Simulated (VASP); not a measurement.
Input of a VASP 6.6.1 run:

File POSCAR:

```
NaCl
1.0
    0.0000000000      2.7657848719      2.7657848719
    2.7657848719      0.0000000000      2.7657848719
    2.7657848719      2.7657848719      0.0000000000
Na Cl
1 1
Direct
    0.0000000000      0.0000000000      0.0000000000
    0.5000000000      0.5000000000      0.5000000000
```

The input INCAR.step1:

```
SYSTEM = NaCl
  PREC = Accurate
  ENCUT = 520
  ISMEAR = 0
  SIGMA = 0.05
  LREAL = .FALSE.
  LASPH = .TRUE.
  NELM = 80
  NBANDS = 14
  GGA = PE
  ALGO = Normal
  EDIFF = 1E-4
  LWAVE = .TRUE.
  LCHARG = .FALSE.
```

Contents of INCAR.step2:

```
SYSTEM = NaCl
  PREC = Accurate
  ENCUT = 520
  EDIFF = 1E-6
  ISMEAR = 0
  SIGMA = 0.05
  LREAL = .FALSE.
  LASPH = .TRUE.
  NELM = 80
  ALGO = Normal
  ISIF = 2
  LWAVE = .FALSE.
  LCHARG = .FALSE.
  METAGGA = R2SCAN
  LMIXTAU = .TRUE.
  NBANDS = 14
  ISTART = 1
```

File KPOINTS:

```
regular mesh
0
G
  6 6 6
  0 0 0
```

Potentials or basis: VASP PAW PBE potentials, release 64 (Na_pv, Cl).

Run with:

```console
$ cat potpaw_PBE.64/Na_pv/POTCAR potpaw_PBE.64/Cl/POTCAR > POTCAR
$ cp INCAR.step1 INCAR
$ mpirun -np 1 vasp_std > vasp.out
$ cp INCAR.step2 INCAR
$ mpirun -np 1 vasp_std > vasp.out
```

Estimate the pressure.

1.1 GPa.

What does it give for the band gap on the k mesh?

6.17 eV, direct.

Caveat: the PAW data sets were made with another functional, which shifts forces and pressure a little.
